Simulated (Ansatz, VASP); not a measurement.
## Two plane-wave programs on HgTe

```xyz
2
Lattice="0.0000 2.9019 2.9019 2.9019 0.0000 2.9019 2.9019 2.9019 0.0000" Properties=species:S:1:pos:R:3 pbc="T T T"
Hg    0.0000    0.0000    0.0000
Te    2.9019    2.9019    2.9019
```

Change from the starting cell: volume scaled by 0.98, ions relaxed.

Alike in both runs: functional PBE; k mesh 14 × 14 × 14; occupations fermi-dirac, width 0.05 eV; no spin polarisation.

Ansatz relaxed the structure, and its values are those at the end. VASP's run is a single point on that final structure, the one shown.

|  | VASP | Ansatz |
| --- | --- | --- |
| version | VASP 6.6.1 | Ansatz 0.2.0 |
| potentials or method | VASP PAW PBE potentials, release 64 (Hg, Te) | plane-wave PAW, scalar-relativistic |
| plane-wave cutoff (eV) | 520 | 420 |
| valence electrons in the cell | 18 | 36 |

|  | VASP | Ansatz | Ansatz less VASP |
| --- | --- | --- | --- |
| pressure (GPa) | 12.8 | 12.5 | -0.27 |

With one functional, cell and mesh, what is left measures potentials, basis and numerics. VASP's potentials hold 18 valence electrons a cell and Ansatz's 36, so a difference there can come from the potentials and not from the codes. Ansatz's warnings: stress scf threshold loose.

Spin-orbit coupling is off throughout.
